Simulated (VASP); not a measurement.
# CoSi2 (Fm-3m) in VASP: further runs

CoSi2 is run at these levels: PBEsol; tasks: single point.

All numbers are computed with VASP 6.6.1; they aren't measurements. Logs are shortened: lines on timing, memory, paths and dates and some standing lists are left out, and cuts for length are marked.

### 1 The cell of the first run

Symmetry: Fm-3m, No. 225, cubic system. Conventional cell: a = 5.356 Å, b = 5.356 Å, c = 5.356 Å, α = 90.00°, β = 90.00°, γ = 90.00°. Co (site symmetry m-3m) has 8 Si at 2.32 Å within 3.1 Å. Within 3.1 Å of Si (site symmetry -43m) lie 4 Co at 2.32 Å and 6 Si at 2.68 Å.

### 2 Single point, PBEsol, collinear spin, ferromagnetic start

Input file INCAR:

```
SYSTEM = CoSi2
ALGO = Normal ; EDIFF = 1E-6
ENCUT = 520 ; GGA = PS
ISIF = 2 ; ISMEAR = -1
ISPIN = 2 ; LASPH = .TRUE.
LCHARG = .TRUE. ; LELF = .TRUE.
LMAXMIX = 4 ; LORBIT = 11
LREAL = .FALSE. ; LVHAR = .TRUE.
LWAVE = .FALSE. ; MAGMOM = 2 0 0
NBANDS = 20 ; NELM = 150
NUPDOWN = 2.0 ; PREC = Accurate
SIGMA = 0.05
```

Input file KPOINTS:

```
k-points
0
G
  7 7 7
  0 0 0
```

Input file POSCAR:

```
CoSi2
1.0
    0.0000000000      2.6780000000      2.6780000000
    2.6780000000      0.0000000000      2.6780000000
    2.6780000000      2.6780000000      0.0000000000
Co Si
1 2
Direct
    0.0000000000      0.0000000000      0.0000000000
    0.7500000000      0.7500000000      0.7500000000
    0.2500000000      0.2500000000      0.2500000000
```

Potentials or basis: VASP PAW PBE potentials, release 64 (Co, Si).

Run with:

```console
> cat potpaw_PBE.64/Co/POTCAR potpaw_PBE.64/Si/POTCAR > POTCAR
> mpirun -np 1 vasp_std > vasp.out
```

OUTCAR:

```text
SYSTEM = CoSi2
   EDIFF = 1E-6
   ENCUT = 520
   GGA = PS
   ISIF = 2
   ISMEAR = -1
   ISPIN = 2
   LASPH = .TRUE.
   LORBIT = 11
   LREAL = .FALSE.
   NELM = 150
   NUPDOWN = 2.0
   PREC = Accurate

 ion  position               nearest neighbor table
   1  0.000  0.000  0.000-   2 2.32   3 2.32   2 2.32   2 2.32   3 2.32   2 2.32   3 2.32   3 2.32

   2  0.750  0.750  0.750-   1 2.32   1 2.32   1 2.32   1 2.32   3 2.68   3 2.68   3 2.68   3 2.68
                             3 2.68   3 2.68
   3  0.250  0.250  0.250-   1 2.32   1 2.32   1 2.32   1 2.32   2 2.68   2 2.68   2 2.68   2 2.68
                             2 2.68   2 2.68

  LATTYP: Found a face centered cubic cell.
 ALAT       =     5.3560000000

  Lattice vectors:

 A1 = (   0.0000000000,   2.6780000000,   2.6780000000)
 A2 = (   2.6780000000,   0.0000000000,   2.6780000000)
 A3 = (   2.6780000000,   2.6780000000,   0.0000000000)

Analysis of symmetry for initial positions (statically):
=====================================================================
 Subroutine PRICEL returns:
 Original cell was already a primitive cell.

 Routine SETGRP: Setting up the symmetry group for a
 face centered cubic supercell.

 Subroutine GETGRP returns: Found 48 space group operations
 (whereof 48 operations were pure point group operations)
 out of a pool of 48 trial point group operations.

The static configuration has the point symmetry O_h .

Analysis of symmetry for dynamics (positions and initial velocities):
=====================================================================
 Subroutine PRICEL returns:
 Original cell was already a primitive cell.

 Routine SETGRP: Setting up the symmetry group for a
 face centered cubic supercell.

 Subroutine GETGRP returns: Found 48 space group operations
 (whereof 48 operations were pure point group operations)
 out of a pool of 48 trial point group operations.

The dynamic configuration has the point symmetry O_h .

Analysis of structural, dynamic, and magnetic symmetry:
=====================================================================
 Subroutine PRICEL returns:
 Original cell was already a primitive cell.

 Routine SETGRP: Setting up the symmetry group for a
 face centered cubic supercell.

 Subroutine GETGRP returns: Found 48 space group operations
 (whereof 48 operations were pure point group operations)
 out of a pool of 48 trial point group operations.

[... 118 lines left out ...]
  volume/ion in A,a.u.               =      12.80        86.40
  Fermi-wavevector in a.u.,A,eV,Ry     =   1.247586  2.357596 21.177078  1.556471
  Thomas-Fermi vector in A             =   2.381712
   LORBIT       =     11    0 simple, 1 ext, 2 COOP (PROOUT), +10 PAW based schemes
   GGA     = PS    functional components
   LHFCALC =     F    Hartree Fock is set to
   AEXX    =    0.0000 exact exchange contribution
   IVDW    =     0    specifies the selected vdW correction
   LEPSILON=     F    determine dielectric tensor
   LRPA    =     F    only Hartree local field effects (RPA)
 spin polarized calculation
  energy-cutoff  :      520.00
  volume of cell :       38.41
 maximum number of plane-waves:      1047
   NGX = 15   NGY = 15   NGZ = 15

 number of electron      16.9999995 magnetization       1.9999999

 Free energy of the ion-electron system (eV)
  ---------------------------------------------------
  ext. energy  EPLUGINS =         0.00000000
  ---------------------------------------------------
  free energy    TOTEN  =       -19.36511038 eV

  energy without entropy =      -19.34500635  energy(sigma->0) =      -19.35505836

 E-fermi :   9.3474     XC(G=0): -11.8583

 val. band max:       11.8291415855   @ k =  -0.2857   0.2857   0.0000
 cond. band min:       9.3591138748   @ k =   0.4286   0.2857   0.1429
 fundamental gap:     -2.4700277108
 Fermi energy:        11.8833393160

 spin component 1

 k-point     1 :       0.0000    0.0000    0.0000
  band No.  band energies     occupation
      1      -3.3178      1.00000
      2       5.4269      1.00000
      3       5.4269      1.00000
      4       5.4269      1.00000
      5       7.3432      1.00000
      6       7.3432      1.00000
[... 436 lines left out ...]
      6       7.0263      1.00000
[... 12 lines left out ...]
     19      24.4061      0.00000
     20      27.4184      0.00000
 Fermi energy:         9.3474221520

 spin component 2

 k-point     1 :       0.0000    0.0000    0.0000
  band No.  band energies     occupation
      1      -2.8852      1.00000
      2       6.1805      1.00000
      3       6.1805      1.00000
      4       6.1805      1.00000
      5       8.3826      1.00000
      6       8.3826      1.00000
[... 449 lines left out ...]
     19      24.8844      0.00000
     20      27.8754      0.00000

------------------------ aborting loop because EDIFF is reached ----------------------------------------

  FORCE on cell =-STRESS in cart. coord.  units (eV):
  Direction    XX          YY          ZZ          XY          YZ          ZX
  --------------------------------------------------------------------------------------
  -------------------------------------------------------------------------------------
  Total        2.3002705      2.3002705      2.3002705      0.0000000      0.0000000      0.0000000
  in kB       95.9461993     95.9461993     95.9461993      0.0000000      0.0000000      0.0000000
  external PRESSURE =      95.9461993 kB  Pullay stress =       0.0000000 kB

 VOLUME and BASIS-vectors are now :
 -----------------------------------------------------------------------------
  energy-cutoff  :      520.00
  volume of cell :       38.41
      direct lattice vectors                 reciprocal lattice vectors
     0.000000000  2.678000000  2.678000000    -0.186706497  0.186706497  0.186706497
     2.678000000  0.000000000  2.678000000     0.186706497 -0.186706497  0.186706497
     2.678000000  2.678000000  0.000000000     0.186706497  0.186706497 -0.186706497

 POSITION                                       TOTAL-FORCE (eV/Angst)
 -----------------------------------------------------------------------------------
      0.00000      0.00000      0.00000         0.000000      0.000000      0.000000
      4.01700      4.01700      4.01700         0.000000      0.000000     -0.000000
      1.33900      1.33900      1.33900        -0.000000     -0.000000      0.000000
 -----------------------------------------------------------------------------------
    total drift:                               -0.000000     -0.000000      0.000000

  FREE ENERGIE OF THE ION-ELECTRON SYSTEM (eV)
  ---------------------------------------------------
  free  energy   TOTEN  =       -19.3651103775 eV

  energy  without entropy=      -19.3450063522  energy(sigma->0) =      -19.35505836

 total charge

# of ion       s       p       d       tot
------------------------------------------
    1        0.545   0.712   7.544   8.801
    2        0.766   0.856   0.000   1.622
    3        0.766   0.856   0.000   1.622
--------------------------------------------------
tot          2.077   2.423   7.544  12.044

 magnetization (x)

# of ion       s       p       d       tot
------------------------------------------
    1        0.019   0.173   1.049   1.241
    2        0.062   0.099   0.000   0.161
    3        0.062   0.099   0.000   0.161
--------------------------------------------------
tot          0.143   0.371   1.049   1.562
```

OSZICAR:

```text
N       E                     dE             d eps       ncg     rms          rms(c)
DAV:   1     0.680978314706E+02    0.68098E+02   -0.66994E+03  1604   0.818E+02
DAV:   2    -0.169063745575E+02   -0.85004E+02   -0.76078E+02  1700   0.186E+02
DAV:   3    -0.212484870437E+02   -0.43421E+01   -0.42135E+01  1936   0.441E+01
DAV:   4    -0.213194637783E+02   -0.70977E-01   -0.70839E-01  1828   0.514E+00
DAV:   5    -0.213213684334E+02   -0.19047E-02   -0.19044E-02  2016   0.897E-01    0.172E+01
DAV:   6    -0.273007634027E+02   -0.59794E+01   -0.33372E+01  1792   0.103E+02    0.271E+01
DAV:   7    -0.194213026984E+02    0.78795E+01   -0.15263E+01  1960   0.749E+01    0.392E+00
DAV:   8    -0.194087313301E+02    0.12571E-01   -0.92869E-01  2144   0.878E+00    0.269E+00
DAV:   9    -0.193678705305E+02    0.40861E-01   -0.78197E-02  2108   0.357E+00    0.977E-01
DAV:  10    -0.193651979742E+02    0.26726E-02   -0.57440E-03  2364   0.958E-01    0.265E-01
DAV:  11    -0.193651433409E+02    0.54633E-04   -0.78839E-04  1964   0.284E-01    0.965E-02
DAV:  12    -0.193651155530E+02    0.27788E-04   -0.10672E-04  2176   0.163E-01    0.284E-02
DAV:  13    -0.193651120900E+02    0.34630E-05   -0.92516E-06  2144   0.246E-02    0.167E-02
DAV:  14    -0.193651108215E+02    0.12685E-05   -0.13995E-06  1572   0.956E-03    0.555E-03
DAV:  15    -0.193651103775E+02    0.44397E-06   -0.79797E-07  1168   0.103E-02
   1 F= -.19365110E+02 E0= -.19355058E+02  d E =-.201040E-01  mag=     2.0000
```

Wall time 47 s (1 thread of Intel Xeon Platinum 8259CL at 2.50GHz (Skylake/Cascade Lake), shared host); peak memory 0.18 GiB.

What came out:

```
Free energy                                           : -19.3651 eV
Pressure                                              : 9.6 GPa
Net moment                                            : 2.00 μB per cell
Site moments                                          : Co +1.24; Si +0.16 μB
Valence electrons inside the program's atomic spheres : Co 8.80; Si 1.62
```

Caveat: the PAW data sets were made with another functional, which shifts forces and pressure a little; the total moment is fixed, so each spin has its own Fermi level.

### 3 Single point, PBEsol, collinear spin, ferromagnetic start

Input file INCAR:

```
SYSTEM = CoSi2
PREC = Accurate ; ENCUT = 520
EDIFF = 1E-6 ; ISMEAR = -1
SIGMA = 0.05 ; LREAL = .FALSE.
LASPH = .TRUE. ; NELM = 150
ALGO = Normal ; ISIF = 2
LWAVE = .FALSE. ; LCHARG = .FALSE.
ISPIN = 2 ; MAGMOM = 2.5 0 0
LORBIT = 11 ; NUPDOWN = 2.5
LMAXMIX = 4 ; GGA = PS
NBANDS = 20
```

Input file KPOINTS:

```
regular mesh
0
G
  7 7 7
  0 0 0
```

POSCAR is that of step 2.

Potentials or basis: VASP PAW PBE potentials, release 64 (Co, Si).

Run with:

```console
> cat potpaw_PBE.64/Co/POTCAR potpaw_PBE.64/Si/POTCAR > POTCAR
> mpirun -np 1 vasp_std > vasp.out
```

Wall time 43 s (1 thread of Intel Xeon Platinum 8259CL at 2.50GHz (Skylake/Cascade Lake), shared host); peak memory 0.18 GiB.

It converged, with:

| Quantity | Value |
| --- | --- |
| Free energy | -18.6564 eV |
| Pressure | 15.1 GPa |
| Net moment | 2.50 μB per cell |
| Site moments | Co +1.52; Si +0.21 μB |
| Valence electrons inside the program's atomic spheres | Co 8.76; Si 1.64 |

Caveat: the PAW data sets were made with another functional, which shifts forces and pressure a little; the total moment is fixed, so each spin has its own Fermi level.

### 4 Single point, PBEsol, collinear spin, ferromagnetic start

Input file INCAR:

```
SYSTEM = CoSi2
ALGO = Normal
EDIFF = 1E-6
ENCUT = 520
GGA = PS
ISIF = 2
ISMEAR = -1
ISPIN = 2
LASPH = .TRUE.
LCHARG = .FALSE.
LMAXMIX = 4
LORBIT = 11
LREAL = .FALSE.
LWAVE = .FALSE.
MAGMOM = 3 0 0
NBANDS = 20
NELM = 150
NUPDOWN = 3.0
PREC = Accurate
SIGMA = 0.05
```

Input file KPOINTS:

```
k-points
0
G
  7 7 7
  0 0 0
```

POSCAR is that of step 3.

Potentials or basis: VASP PAW PBE potentials, release 64 (Co, Si).

Run with:

```console
> cat potpaw_PBE.64/Co/POTCAR potpaw_PBE.64/Si/POTCAR > POTCAR
> mpirun -np 1 vasp_std > vasp.out
```

OUTCAR:

```text
SYSTEM = CoSi2
   EDIFF = 1E-6
   ENCUT = 520
   GGA = PS
   ISIF = 2
   ISMEAR = -1
   ISPIN = 2
   LASPH = .TRUE.
   LORBIT = 11
   LREAL = .FALSE.
   NELM = 150
   NUPDOWN = 3.0
   PREC = Accurate

 ion  position               nearest neighbor table
   1  0.000  0.000  0.000-   2 2.32   3 2.32   2 2.32   2 2.32   3 2.32   2 2.32   3 2.32   3 2.32

   2  0.750  0.750  0.750-   1 2.32   1 2.32   1 2.32   1 2.32   3 2.68   3 2.68   3 2.68   3 2.68
                             3 2.68   3 2.68
   3  0.250  0.250  0.250-   1 2.32   1 2.32   1 2.32   1 2.32   2 2.68   2 2.68   2 2.68   2 2.68
                             2 2.68   2 2.68

[... 1137 lines left out ...]
  energy-cutoff  :      520.00
  volume of cell :       38.41
      direct lattice vectors                 reciprocal lattice vectors
     0.000000000  2.678000000  2.678000000    -0.186706497  0.186706497  0.186706497
     2.678000000  0.000000000  2.678000000     0.186706497 -0.186706497  0.186706497
     2.678000000  2.678000000  0.000000000     0.186706497  0.186706497 -0.186706497

 POSITION                                       TOTAL-FORCE (eV/Angst)
 -----------------------------------------------------------------------------------
      0.00000      0.00000      0.00000        -0.000000     -0.000000      0.000000
      4.01700      4.01700      4.01700         0.000000      0.000000     -0.000000
      1.33900      1.33900      1.33900        -0.000000     -0.000000      0.000000
 -----------------------------------------------------------------------------------
    total drift:                               -0.000000     -0.000000      0.000000

  FREE ENERGIE OF THE ION-ELECTRON SYSTEM (eV)
  ---------------------------------------------------
  free  energy   TOTEN  =       -17.8299635844 eV

  energy  without entropy=      -17.8164724907  energy(sigma->0) =      -17.82321804

 total charge

# of ion       s       p       d       tot
------------------------------------------
    1        0.550   0.702   7.468   8.721
    2        0.797   0.851   0.000   1.648
    3        0.797   0.851   0.000   1.648
--------------------------------------------------
tot          2.143   2.405   7.468  12.016

 magnetization (x)

# of ion       s       p       d       tot
------------------------------------------
    1        0.031   0.215   1.518   1.763
    2        0.107   0.151   0.000   0.258
    3        0.107   0.151   0.000   0.258
--------------------------------------------------
tot          0.244   0.516   1.518   2.278
```

OSZICAR:

```text
N       E                     dE             d eps       ncg     rms          rms(c)
DAV:   1     0.694200560823E+02    0.69420E+02   -0.71007E+03  1604   0.851E+02
DAV:   2    -0.157278104357E+02   -0.85148E+02   -0.77601E+02  1700   0.187E+02
DAV:   3    -0.201490573813E+02   -0.44212E+01   -0.43107E+01  1944   0.443E+01
DAV:   4    -0.202219719505E+02   -0.72915E-01   -0.72796E-01  1836   0.518E+00
DAV:   5    -0.202239990056E+02   -0.20271E-02   -0.20268E-02  2016   0.911E-01    0.188E+01
DAV:   6    -0.264582934921E+02   -0.62343E+01   -0.49471E+01  1792   0.113E+02    0.331E+01
DAV:   7    -0.178559510215E+02    0.86023E+01   -0.21475E+01  2028   0.782E+01    0.485E+00
DAV:   8    -0.178711985639E+02   -0.15248E-01   -0.11825E+00  2116   0.999E+00    0.294E+00
DAV:   9    -0.178352550550E+02    0.35944E-01   -0.74573E-02  2192   0.345E+00    0.102E+00
DAV:  10    -0.178300804824E+02    0.51746E-02   -0.95573E-03  2124   0.133E+00    0.207E-01
DAV:  11    -0.178300688975E+02    0.11585E-04   -0.12247E-03  2092   0.378E-01    0.134E-01
DAV:  12    -0.178299708132E+02    0.98084E-04   -0.19200E-04  2156   0.194E-01    0.415E-02
DAV:  13    -0.178299643476E+02    0.64656E-05   -0.13576E-05  2032   0.260E-02    0.220E-02
DAV:  14    -0.178299635844E+02    0.76318E-06   -0.16142E-06  1456   0.131E-02
   1 F= -.17829964E+02 E0= -.17823218E+02  d E =-.134911E-01  mag=     3.0000
```

Wall time 29 s (1 thread of Intel Xeon Platinum 8259CL at 2.50GHz (Skylake/Cascade Lake), shared host); peak memory 0.18 GiB.

What came out:

```
Free energy                                           : -17.8300 eV
Pressure                                              : 20.6 GPa
Net moment                                            : 3.00 μB per cell
Site moments                                          : Co +1.76; Si +0.26 μB
Valence electrons inside the program's atomic spheres : Co 8.72; Si 1.65
```

Caveat: the PAW data sets were made with another functional, which shifts forces and pressure a little; the total moment is fixed, so each spin has its own Fermi level.

### 5 Single point, PBEsol, collinear spin, ferromagnetic start

Input file INCAR:

```
PREC = Accurate
ENCUT = 520
EDIFF = 1E-6
ISMEAR = -1
SIGMA = 0.05
LREAL = F
LASPH = T
NELM = 150
ALGO = Normal
ISIF = 2
LWAVE = F
LCHARG = F
ISPIN = 2
MAGMOM = 4 0 0
LORBIT = 11
NUPDOWN = 4.0
LMAXMIX = 4
GGA = PS
NBANDS = 20
```

Input file KPOINTS:

```
regular mesh
0
Gamma
  7 7 7
```

POSCAR is that of step 4.

Run with:

```console
> cat potpaw_PBE.64/Co/POTCAR potpaw_PBE.64/Si/POTCAR > POTCAR
> mpirun -np 1 vasp_std > vasp.out
```

It took 29 s on 1 thread of Intel Xeon Platinum 8259CL at 2.50GHz (Skylake/Cascade Lake), shared host; peak memory 0.18 GiB.

Results (log left out):

| Quantity | Value |
| --- | --- |
| Free energy | -15.7103 eV |
| Pressure | 31.3 GPa |
| Net moment | 4.00 μB per cell |
| Site moments | Co +2.29; Si +0.33 μB |
| Valence electrons inside the program's atomic spheres | Co 8.63; Si 1.66 |

Caveat: the PAW data sets were made with another functional, which shifts forces and pressure a little; the total moment is fixed, so each spin has its own Fermi level.

### 6 Single point, PBEsol, collinear spin, ferromagnetic start

Input file INCAR:

```
PREC = Accurate
ENCUT = 520
EDIFF = 1E-6
ISMEAR = -1
SIGMA = 0.05
LREAL = False
LASPH = True
NELM = 150
ALGO = Normal
ISIF = 2
LWAVE = False
LCHARG = False
ISPIN = 2
MAGMOM = 0.09 0 0
LORBIT = 11
LMAXMIX = 4
GGA = PS
NBANDS = 20
```

Input file KPOINTS:

```
Automatic mesh
0
Gamma
  9 9 9
```

POSCAR is that of step 5.

Potentials or basis: VASP PAW PBE potentials, release 64 (Co, Si).

Run with:

```console
> cat potpaw_PBE.64/Co/POTCAR potpaw_PBE.64/Si/POTCAR > POTCAR
> mpirun -np 1 vasp_std > vasp.out
```

Wall time 44 s (1 thread of Intel Xeon Platinum 8259CL at 2.50GHz (Skylake/Cascade Lake), shared host); peak memory 0.19 GiB.

It converged, with:

- Free energy: -20.9694 eV
- Pressure: -4.2 GPa
- Net moment: 0.00 μB per cell
- Valence electrons inside the program's atomic spheres: Co 8.87; Si 1.59

Levels at points of the mesh, in eV from the Fermi level:
Spin up:
```
           k point  band 5  band 6  band 7  band 8  band 9  band 10  band 11  band 12  band 13  band 14
(0.00, 0.00, 0.00)   -1.87   -1.87    0.82    3.46    3.46     3.46     3.46     3.46     3.46     5.69
```
Spin down:
```
           k point  band 6  band 7  band 8  band 9  band 10  band 11  band 12  band 13
(0.00, 0.00, 0.00)   -1.87    0.82    3.46    3.46     3.46     3.46     3.46     3.46
```

Caveat: the PAW data sets were made with another functional, which shifts forces and pressure a little.

### 7 Summary

```tsv
fixed moment (μB)	k mesh	pressure (GPa)	moment (μB)
2.0	7 × 7 × 7	9.6	2.00
2.5	7 × 7 × 7	15.1	2.50
3.0	7 × 7 × 7	20.6	3.00
4.0	7 × 7 × 7	31.3	4.00
-	9 × 9 × 9	-4.2	0.00
```

Alike in all rows: task single point; level PBEsol; potentials or basis VASP PAW PBE potentials, release 64 (Co, Si); spin collinear, ferromagnetic start; cell as given; cutoff (eV) 520; smearing fermi-dirac 0.05 eV.

Caveats: the PAW data sets were made with another functional, which shifts forces and pressure a little; the total moment is fixed, so each spin has its own Fermi level (some runs).

Total energies depend on the potentials used, so only differences within one code and one set of settings carry meaning.
